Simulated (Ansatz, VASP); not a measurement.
## Y in VASP and in Ansatz

```
Y
1.0
     3.59823    0.00000    0.00000
    -1.79912    3.11616    0.00000
     0.00000    0.00000   12.04692
Y
4
Direct
  0.00000 0.00000 0.00000
  0.33333 0.66667 0.25000
  0.00000 0.00000 0.50000
  0.66667 0.33333 0.75000
```

Change from the starting cell: strain along c alone, the other axes held, atoms relaxed: +4.0 %.

Alike in both runs: task single point; functional PBE; k mesh 18 × 18 × 6; occupations gaussian, width 0.1 eV; no spin polarisation.

|  | VASP | Ansatz |
| --- | --- | --- |
| version | VASP 6.6.1 | Ansatz 0.2.0 |
| potentials or method | VASP PAW PBE potentials, release 64 (Y_sv), cutoff 500 eV | scalar-relativistic, plane waves, PAW |
| valence electrons in the cell | 44 | 44 |

```tsv
	VASP	Ansatz	Ansatz less VASP
gap on the k mesh at the Fermi level (eV)	none	none	-
pressure (GPa)	-1.6	-1.5	+0.10
traceless stress, the component that is largest in VASP (GPa)	-1.53	-1.53	-0.005
```

A gap of «none» marks a metal or a gap that the smearing closes.
